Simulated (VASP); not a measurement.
# LiH (I4/mmm) in VASP: notebook

Aim: see how the results for LiH move with the level of theory and the settings. Levels: PBE, r2SCAN, HSE06. Tasks: single point.

Program: VASP 6.6.1. These are calculated values, not measurements. Logs are shortened: lines on timing, memory, paths and dates and some standing lists are left out, and cuts for length are marked.

## 1. The cell of the first run

It takes space group I4/mmm (No. 139, tetragonal). The conventional cell has a = 2.979 Å, b = 2.979 Å, c = 3.997 Å, α = 90.00°, β = 90.00°, γ = 90.00°. Within 2.6 Å of Li (site symmetry 4/mmm) lie 6 H at 2.00 to 2.11 Å. Within 2.6 Å of H (site symmetry 4/mmm) lie 6 Li at 2.00 to 2.11 Å.

## 2. Single point, PBE (biaxial xy strain +5.4%)

INCAR

```
ALGO = Normal
EDIFF = 1E-7
ENCUT = 520
GGA = PE
ISIF = 2
ISMEAR = -1
LASPH = T
LCHARG = F
LREAL = F
LWAVE = F
NBANDS = 9
NELM = 100
PREC = Accurate
SIGMA = 0.02
```

KPOINTS

```
k-points
0
Gamma
  10 10 10
```

POSCAR

```
LiH
1.0
    0.0000000000      2.1067899106      1.9984726907
    2.1067899106      0.0000000000      1.9984726907
    2.1067899106      2.1067899106      0.0000000000
Li H
1 1
Direct
    0.0000000000      0.0000000000      0.0000000000
    0.5000000000      0.5000000000      0.5000000000
```

Potentials or basis: VASP PAW PBE potentials, release 64 (Li_sv, H).

The run is started by

```sh
cat potpaw_PBE.64/Li_sv/POTCAR potpaw_PBE.64/H/POTCAR > POTCAR
mpirun -np 1 vasp_std > vasp.out
```

OUTCAR:

```text
EDIFF = 1E-7
   ENCUT = 520
   GGA = PE
   ISIF = 2
   ISMEAR = -1
   LASPH = T
   LREAL = F
   NELM = 100
   PREC = Accurate

 ion  position               nearest neighbor table
   1  0.000  0.000  0.000-
   2  0.500  0.500  0.500-

  LATTYP: Found a body centered tetragonal cell.
 ALAT       =     2.9794508646
 C/A-ratio  =     1.3415040432

  Lattice vectors:

 A1 = (   0.0000000000,  -2.1067899106,  -1.9984726907)
 A2 = (   0.0000000000,   2.1067899106,  -1.9984726907)
 A3 = (   2.1067899106,   0.0000000000,   1.9984726907)

Analysis of symmetry for initial positions (statically):
=====================================================================
 Subroutine PRICEL returns:
 Original cell was already a primitive cell.

 Routine SETGRP: Setting up the symmetry group for a
 body centered tetragonal supercell.

 Subroutine GETGRP returns: Found 16 space group operations
 (whereof 16 operations were pure point group operations)
 out of a pool of 16 trial point group operations.

The static configuration has the point symmetry D_4h.

Analysis of symmetry for dynamics (positions and initial velocities):
=====================================================================
 Subroutine PRICEL returns:
 Original cell was already a primitive cell.

 Routine SETGRP: Setting up the symmetry group for a
 body centered tetragonal supercell.

 Subroutine GETGRP returns: Found 16 space group operations
 (whereof 16 operations were pure point group operations)
 out of a pool of 16 trial point group operations.

The dynamic configuration has the point symmetry D_4h.

 Subroutine INISYM returns: Found 16 space group operations
 (whereof 16 operations are pure point group operations),
 and found     1 'primitive' translations

----------------------------------------------------------------------------------------

                                     Primitive cell

  volume of cell :      17.7407

  direct lattice vectors                    reciprocal lattice vectors
     0.000000000  2.106789911  1.998472691    -0.237327888  0.237327888  0.250191060
     2.106789911  0.000000000  1.998472691     0.237327888 -0.237327888  0.250191060
     2.106789911  2.106789911  0.000000000     0.237327888  0.237327888 -0.250191060

  length of vectors
     2.903869285  2.903869285  2.979450865     0.418622287  0.418622287  0.418622287

  position of ions in fractional coordinates (direct lattice)
     0.000000000  0.000000000  0.000000000
     0.500000000  0.500000000  0.500000000

  ion indices of the primitive-cell ions
   primitive index   ion index
                 1           1
                 2           2

----------------------------------------------------------------------------------------

 KPOINTS: k-points

Automatic generation of k-mesh.
 Grid dimensions read from file:
 generate k-points for:   10   10   10

 Generating k-lattice:

  Cartesian coordinates                     Fractional coordinates (reciprocal lattice)
    -0.023732789  0.023732789  0.025019106     0.100000000  0.000000000  0.000000000
     0.023732789 -0.023732789  0.025019106     0.000000000  0.100000000  0.000000000
     0.023732789  0.023732789 -0.025019106     0.000000000  0.000000000  0.100000000

  Length of vectors
     0.041862229  0.041862229  0.041862229

  Shift w.r.t. Gamma in fractional coordinates (k-lattice)
     0.000000000  0.000000000  0.000000000

 Subroutine IBZKPT returns following result:
 ===========================================

 Found    102 irreducible k-points:

 Following reciprocal coordinates:
            Coordinates               Weight
  0.000000  0.000000  0.000000      1.000000
  0.100000  0.000000  0.000000      8.000000
  0.200000  0.000000  0.000000      8.000000
  0.300000  0.000000  0.000000      8.000000
  0.400000  0.000000  0.000000      8.000000
  0.500000  0.000000  0.000000      4.000000
[... 16 lines left out ...]
  0.300000  0.300000  0.000000      2.000000
  0.400000  0.300000  0.000000      8.000000
 [... further k-points ...]
   k-points           NKPTS =    102   k-points in BZ     NKDIM =    102   number of bands    NBANDS=      9
   number of dos      NEDOS =    301   number of ions     NIONS =      2
   total plane-waves  NPLWV =  13824
   dimension x,y,z NGX =    24 NGY =   24 NGZ =   24
   dimension x,y,z NGXF=    48 NGYF=   48 NGZF=   48
   ions per type =               1   1
   NGX,Y,Z   is equivalent  to a cutoff of  13.74, 13.74, 13.39 a.u.
   NGXF,Y,Z  is equivalent  to a cutoff of  27.48, 27.48, 26.78 a.u.
 SYSTEM =  unknown system
   PREC   = accura    normal or accurate (medium, high low for compatibility)
   ISTART =      0    job   : 0-new  1-cont  2-samecut
   ICHARG =      2    charge: 1-file 2-atom 10-const
   ISPIN  =      1    spin polarized calculation?
   LNONCOLLINEAR =      F non collinear calculations
   LSORBIT =      F    spin-orbit coupling
   LASPH  =      T    aspherical Exc in radial PAW
   ENCUT  =  520.0 eV  38.22 Ry    6.18 a.u.   5.40  5.40  5.54*2*pi/ulx,y,z
   NELM   =    100;   NELMIN=  2; NELMDL= -5     # of ELM steps
   EDIFF  = 0.1E-06   stopping-criterion for ELM
   LREAL  =      F    real-space projection
   EDIFFG = 0.1E-05   stopping-criterion for IOM
   NSW    =      0    number of steps for IOM
   IBRION =     -1    ionic relax: 0-MD 1-quasi-New 2-CG
   NFREE  =      0    steps in history (QN), initial steepest desc. (CG)
   ISIF   =      2    stress and relaxation
   ISYM   =      2    0-nonsym 1-usesym 2-fastsym
   POTIM  = 0.5000    time-step for ionic-motion
   TEBEG  =    0.0;   TEEND  =   0.0 temperature during run
   PSTRESS=    0.0 pullay stress
   NELECT =       4.0000    total number of electrons
   NUPDOWN=      -1.0000    fix difference up-down
   EMIN   =  10.00;   EMAX   =-10.00  energy-range for DOS
   EFERMI =   0.00;   METHOD = LEGACY
   ISMEAR =    -1;   SIGMA  =   0.02  broadening in eV -4-tet -1-fermi 0-gaus
   EFERMI_NEDOS =   21; number of points for ismear=-14 and -15
   IALGO  =     38    algorithm
   IMIX   =      4    mixing-type and parameters
     AMIX     =   0.40;   BMIX     =  1.00
     AMIX_MAG =   1.60;   BMIX_MAG =  1.00
  volume/ion in A,a.u.               =       8.87        59.86
  Fermi-wavevector in a.u.,A,eV,Ry     =   0.996410  1.882941 13.508303  0.992832
  Thomas-Fermi vector in A             =   2.128496
   LORBIT       =      0    0 simple, 1 ext, 2 COOP (PROOUT), +10 PAW based schemes
   GGA     = PE    functional components
   LHFCALC =     F    Hartree Fock is set to
   AEXX    =    0.0000 exact exchange contribution
   IVDW    =     0    specifies the selected vdW correction
   LEPSILON=     F    determine dielectric tensor
   LRPA    =     F    only Hartree local field effects (RPA)
 non-spin polarized calculation
  energy-cutoff  :      520.00
  volume of cell :       17.74
 maximum number of plane-waves:       499
 NGX is ok and might be reduce to    24
   NGX = 11   NGY = 11   NGZ = 11

 number of electron       4.0000006 magnetization

 Free energy of the ion-electron system (eV)
  ---------------------------------------------------
  ext. energy  EPLUGINS =         0.00000000
  ---------------------------------------------------
  free energy    TOTEN  =        -6.10529760 eV

  energy without entropy =       -6.10529760  energy(sigma->0) =       -6.10529760

 E-fermi :   0.4560     XC(G=0):  -8.2014

 val. band max:       -0.0908377717   @ k =   0.5000   0.5000   0.0000
 cond. band min:       2.4887126910   @ k =   0.5000   0.0000   0.5000
 fundamental gap:      2.5795504627
 Fermi energy:         0.4560376828

 k-point     1 :       0.0000    0.0000    0.0000
  band No.  band energies     occupation
      1     -44.7340      2.00000
      2      -5.4077      2.00000
      3      14.4872      0.00000
      4      16.3167      0.00000
      5      16.7541      0.00000
      6      16.7542      0.00000
      7      21.0728      0.00000
      8      21.0728      0.00000
      9      21.3535      0.00000

 k-point     2 :       0.1000    0.0000    0.0000
  band No.  band energies     occupation
      1     -44.7309      2.00000
      2      -5.2374      2.00000
      3      13.2735      0.00000
      4      15.5546      0.00000
      5      16.2243      0.00000
      6      16.2970      0.00000
      7      20.5904      0.00000
      8      21.8604      0.00000
      9      21.9689      0.00000

 k-point     3 :       0.2000    0.0000    0.0000
  band No.  band energies     occupation
      1     -44.7229      2.00000
      2      -4.7389      2.00000
      3      10.3830      0.00000
      4      14.2467      0.00000
      5      15.5568      0.00000
      6      15.8422      0.00000
      7      20.8702      0.00000
      8      21.1961      0.00000
      9      22.6379      0.00000

 k-point     4 :       0.3000    0.0000    0.0000
  band No.  band energies     occupation
      1     -44.7129      2.00000
      2      -3.9713      2.00000
      3       7.4687      0.00000
      4      13.2446      0.00000
      5      15.0502      0.00000
      6      15.6813      0.00000
      7      19.0203      0.00000
      8      20.4258      0.00000
      9      22.8749      0.00000

 k-point     5 :       0.4000    0.0000    0.0000
  band No.  band energies     occupation
      1     -44.7049      2.00000
      2      -3.1272      2.00000
      3       5.2571      0.00000
      4      12.6046      0.00000
      5      14.8558      0.00000
      6      15.8042      0.00000
      7      17.7408      0.00000
      8      18.9468      0.00000
      9      24.4499      0.00000

 k-point     6 :       0.5000    0.0000    0.0000
  band No.  band energies     occupation
      1     -44.7018      2.00000
      2      -2.7031      2.00000
      3       4.3685      0.00000
      4      12.3851      0.00000
      5      14.8385      0.00000
      6      15.9628      0.00000
      7      17.2612      0.00000
      8      18.3151      0.00000
      9      25.3747      0.00000
[... 169 lines left out ...]
 k-point    21 :      -0.3000    0.2000    0.0000
  band No.  band energies     occupation
      1     -44.7022      2.00000
      2      -2.7774      2.00000
      3       6.3570      0.00000
      4       8.6901      0.00000
      5      13.6097      0.00000
      6      14.3362      0.00000
      7      20.9470      0.00000
      8      23.5665      0.00000
      9      25.0068      0.00000

 k-point    22 :      -0.2000    0.2000    0.0000
  band No.  band energies     occupation
      1     -44.7101      2.00000
      2      -3.6762      2.00000
      3       8.8780      0.00000
      4       9.0506      0.00000
      5      14.5884      0.00000
      6      15.1725      0.00000
      7      20.3179      0.00000
      8      22.1584      0.00000
      9      23.7791      0.00000

 k-point    23 :       0.3000    0.3000    0.0000
  band No.  band energies     occupation
      1     -44.7037      2.00000
      2      -3.1850      2.00000
      3       8.3603      0.00000
      4      10.9363      0.00000
      5      10.9363      0.00000
      6      14.0578      0.00000
      7      15.9408      0.00000
      8      26.6938      0.00000
      9      28.1788      0.00000

 k-point    24 :       0.4000    0.3000    0.0000
  band No.  band energies     occupation
      1     -44.6972      2.00000
      2      -2.3121      2.00000
      3       6.5470      0.00000
      4       9.4176      0.00000
      5      10.4708      0.00000
      6      14.6794      0.00000
      7      15.8162      0.00000
      8      27.3739      0.00000
      9      27.6003      0.00000

 [... further k-points ...]
[... 5 lines left out ...]
  --------------------------------------------------------------------------------------
  -------------------------------------------------------------------------------------
  Total       -0.4373130     -0.4373130     -0.1450112      0.0000000      0.0000000      0.0000000
  in kB      -39.4941047    -39.4941047    -13.0960811      0.0000000      0.0000000      0.0000000
  external PRESSURE =     -30.6947635 kB  Pullay stress =       0.0000000 kB

 VOLUME and BASIS-vectors are now :
 -----------------------------------------------------------------------------
  energy-cutoff  :      520.00
  volume of cell :       17.74
      direct lattice vectors                 reciprocal lattice vectors
     0.000000000  2.106789911  1.998472691    -0.237327888  0.237327888  0.250191060
     2.106789911  0.000000000  1.998472691     0.237327888 -0.237327888  0.250191060
     2.106789911  2.106789911  0.000000000     0.237327888  0.237327888 -0.250191060

 POSITION                                       TOTAL-FORCE (eV/Angst)
 -----------------------------------------------------------------------------------
      0.00000      0.00000      0.00000         0.000000      0.000000      0.000000
      2.10679      2.10679      1.99847         0.000000      0.000000     -0.000000
 -----------------------------------------------------------------------------------
    total drift:                                0.000000     -0.000000     -0.000000

  FREE ENERGIE OF THE ION-ELECTRON SYSTEM (eV)
  ---------------------------------------------------
  free  energy   TOTEN  =        -6.1052975961 eV

  energy  without entropy=       -6.1052975961  energy(sigma->0) =       -6.10529760
```

Run time: 9.5 s. Hardware: 1 thread of Intel Xeon 6975P-C, shared host; peak memory 0.14 GiB.

What came out:

```
Free energy            : -6.1053 eV
Band gap on the k mesh : 2.58 eV, indirect (least direct gap 2.96 eV)
```

Levels at points of the mesh, in eV from the valence-band top:
| k point | band 1 | band 2 | band 3 | band 4 | band 5 | band 6 |
| --- | --- | --- | --- | --- | --- | --- |
| (0.00, 0.00, 0.00) | -44.64 | -5.32 | 14.58 | 16.41 | 16.84 | 16.85 |
| (0.50, 0.00, 0.00) | -44.61 | -2.61 | 4.46 | 12.48 | 14.93 | 16.05 |
| (0.50, 0.50, 0.00) | -44.60 | 0.00 | 3.26 | 9.58 | 9.58 | 12.65 |
| (0.50, 0.00, 0.50) | -44.60 | -0.38 | 2.58 | 10.17 | 10.61 | 13.44 |

Caveat: the cell differs from its parent crystal (biaxial xy strain +5.4%); the cutoff is under 1.25 times the usual one of these potentials, so pressure, stress and relaxed cells hold a basis-set (Pulay) error.

## 3. Single point, r2SCAN (biaxial xy strain +5.4%)

POSCAR is that of step 2.

INCAR.step1

```
SYSTEM = LiH
ALGO = Normal
EDIFF = 1E-4
ENCUT = 520
GGA = PE
ISMEAR = 0
LASPH = .True.
LCHARG = .False.
LREAL = .False.
LWAVE = .True.
NBANDS = 9
NELM = 60
PREC = Accurate
SIGMA = 0.01
```

INCAR.step2

```
SYSTEM = LiH
ALGO = Normal
EDIFF = 1E-7
ENCUT = 520
ISIF = 2
ISMEAR = 0
ISTART = 1
LASPH = .True.
LCHARG = .True.
LELF = .True.
LMIXTAU = .True.
LREAL = .False.
LVHAR = .True.
LWAVE = .False.
METAGGA = R2SCAN
NBANDS = 9
NELM = 60
PREC = Accurate
SIGMA = 0.01
```

KPOINTS

```
k-points
0
Gamma
  10 10 10
  0 0 0
```

Potentials or basis: VASP PAW PBE potentials, release 64 (Li_sv, H).

The run is started by

```sh
cat potpaw_PBE.64/Li_sv/POTCAR potpaw_PBE.64/H/POTCAR > POTCAR
cp INCAR.step1 INCAR
mpirun -np 1 vasp_std > vasp.out
cp INCAR.step2 INCAR
mpirun -np 1 vasp_std > vasp.out
```

Run time: 40 s. Hardware: 1 thread of Intel Xeon 6975P-C, shared host; peak memory 0.14 GiB.

It converged, with:

| Item | Value |
| --- | --- |
| Free energy | -6.7937 eV |
| Band gap on the k mesh | 3.16 eV, indirect (least direct gap 3.53 eV) |

Levels at points of the mesh, in eV from the valence-band top:
| k point | band 1 | band 2 | band 3 | band 4 | band 5 | band 6 | band 7 |
| --- | --- | --- | --- | --- | --- | --- | --- |
| (0.00, 0.00, 0.00) | -46.07 | -5.33 | 16.03 | 17.80 | 18.30 | 18.30 | 22.34 |
| (0.50, 0.00, 0.00) | -46.04 | -2.62 | 5.18 | 13.71 | 16.46 | 17.68 | 18.04 |
| (0.50, 0.50, 0.00) | -46.03 | 0.00 | 3.87 | 10.44 | 10.44 | 13.67 | 17.30 |
| (0.50, 0.00, 0.50) | -46.03 | -0.37 | 3.16 | 11.07 | 11.53 | 14.48 | 17.62 |

Caveat: the cell differs from its parent crystal (biaxial xy strain +5.4%); the cutoff is under 1.25 times the usual one of these potentials, so pressure, stress and relaxed cells hold a basis-set (Pulay) error; the PAW data sets were made with another functional, which shifts forces and pressure a little.

## 4. Single point, HSE06 (biaxial xy strain +5.4%)

POSCAR is that of step 3.

INCAR.step1

```
PREC = Accurate
ENCUT = 520
EDIFF = 1E-5
ISMEAR = 0
SIGMA = 0.01
LREAL = False
LASPH = True
NELM = 100
ALGO = Normal
ISIF = 2
LWAVE = True
LCHARG = False
GGA = PE
NBANDS = 9
```

INCAR.step2

```
PREC = Accurate
ENCUT = 520
EDIFF = 1E-7
ISMEAR = 0
SIGMA = 0.01
LREAL = False
LASPH = True
NELM = 100
ALGO = Normal
ISIF = 2
LWAVE = False
LCHARG = False
GGA = PE
LHFCALC = True
HFSCREEN = 0.2079
PRECFOCK = Normal
ISTART = 1
NBANDS = 9
```

KPOINTS

```
Automatic mesh
0
Gamma
  8 8 8
```

The run is started by

```sh
cat potpaw_PBE.64/Li_sv/POTCAR potpaw_PBE.64/H/POTCAR > POTCAR
cp INCAR.step1 INCAR
mpirun -np 1 vasp_std > vasp.out
cp INCAR.step2 INCAR
mpirun -np 1 vasp_std > vasp.out
```

Wall time 19 min (1 thread of Intel Xeon 6975P-C, shared host); peak memory 0.25 GiB.

Results (log left out):

```
Free energy            : -6.7599 eV
Band gap on the k mesh : 3.52 eV, indirect (least direct gap 3.94 eV)
```

Levels at points of the mesh, in eV from the valence-band top:
| k point | band 1 | band 2 | band 3 | band 4 | band 5 | band 6 |
| --- | --- | --- | --- | --- | --- | --- |
| (0.00, 0.00, 0.00) | -47.67 | -5.94 | 16.33 | 17.93 | 18.35 | 18.35 |
| (0.50, 0.00, 0.00) | -47.63 | -2.86 | 5.45 | 13.98 | 16.38 | 17.53 |
| (0.50, 0.50, 0.00) | -47.62 | 0.00 | 4.23 | 10.87 | 10.87 | 13.87 |
| (0.50, 0.00, 0.50) | -47.63 | -0.41 | 3.52 | 11.48 | 11.92 | 14.68 |

Caveat: the cell differs from its parent crystal (biaxial xy strain +5.4%); the cutoff is under 1.25 times the usual one of these potentials, so pressure, stress and relaxed cells hold a basis-set (Pulay) error; the PAW data sets were made with another functional, which shifts forces and pressure a little. A k mesh can miss the band edges.

## 5. Overview

| level | k mesh | smearing | grid for exact exchange (PRECFOCK) | screening parameter | gap on the mesh (eV) |
| --- | --- | --- | --- | --- | --- |
| PBE | 10 × 10 × 10 | fermi-dirac 0.02 eV | - | - | 2.58 |
| r2SCAN | 10 × 10 × 10 | gaussian 0.01 eV | - | - | 3.16 |
| HSE06 | 8 × 8 × 8 | gaussian 0.01 eV | Normal | 0.2079 1/Å | 3.52 |

Alike in all rows: task single point; potentials or basis VASP PAW PBE potentials, release 64 (Li_sv, H); no spin polarisation; cell as given; cutoff (eV) 520.

Caveats: the cutoff is under 1.25 times the usual one of these potentials, so pressure, stress and relaxed cells hold a basis-set (Pulay) error; the PAW data sets were made with another functional, which shifts forces and pressure a little (some runs).

Total energies depend on the potentials used, so only differences within one code and one set of settings carry meaning.
